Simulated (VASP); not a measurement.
Set up this calculation in VASP 6.6.1, as the native input.

| Property | Result |
| --- | --- |
| Task | single point |
| Functional | PBEsol |
| Potentials or basis | VASP PAW PBE potentials, release 64 (Sr_sv, Ti_sv, O) |
| Cutoff | 520 eV |
| k mesh | 8 × 8 × 8 |
| Occupations | gaussian, width 0.05 eV |
| Spin | no spin polarisation |
| Dipole correction | no |
| Further INCAR settings | ALGO = Normal; EDIFF = 1e-07; NBANDS = 28 |

The structure of SrTiO3 lies in POSCAR:

```
SrTiO3
1.0
    3.8913815400      0.0000000000      0.0000000000
    0.0000000000      3.8913815400      0.0000000000
    0.0000000000      0.0000000000      3.8913815400
Sr Ti O
1 1 3
Direct
    0.0206001841      0.0000000000      0.0000000000
    0.4986243492      0.5000000000      0.5000000000
   -0.0329999995      0.5000000000      0.5000000000
    0.4621484824      0.0000000000      0.5000000000
    0.4621484824      0.5000000000      0.0000000000
```

This cell differs from its parent crystal: atoms displaced along several vibrational modes.

One way to write it, as run:

INCAR

```
SYSTEM = SrTiO3
PREC     = Accurate       ! precision mode
ENCUT    = 520            ! plane-wave cutoff, eV
EDIFF    = 1E-7           ! SCF threshold, eV
ISMEAR   = 0              ! smearing method
SIGMA    = 0.05           ! smearing width, eV
LREAL    = .False.        ! projectors in reciprocal space
LASPH    = .True.         ! aspherical terms in the spheres
NELM     = 100            ! most SCF steps
ALGO     = Normal         ! electronic algorithm
ISIF     = 2              ! what is computed and relaxed
LWAVE    = .False.        ! write WAVECAR
LCHARG   = .False.        ! write CHGCAR
GGA      = PS             ! functional
NBANDS   = 28             ! bands
```

KPOINTS

```
regular mesh
0
Gamma
  8 8 8
  0 0 0
```

Potentials or basis: VASP PAW PBE potentials, release 64 (Sr_sv, Ti_sv, O).

Launch:

```console
$ cat potpaw_PBE.64/Sr_sv/POTCAR potpaw_PBE.64/Ti_sv/POTCAR potpaw_PBE.64/O/POTCAR > POTCAR
$ mpirun -np 1 vasp_std > vasp.out
```

Results of the run:

| Item | Value |
| --- | --- |
| Pressure | 2.4 GPa |
| Largest force | 0.438 eV/Å |
| Band gap on the k mesh | 1.93 eV (least direct gap 2.42 eV) |

Caveat: the cell differs from its parent crystal (atoms displaced along several vibrational modes); the PAW data sets were made with another functional, which shifts forces and pressure a little.

Wall time 3.9 min on 1 thread of Intel Xeon 8259CL (shared host), peak memory 0.26 GiB.
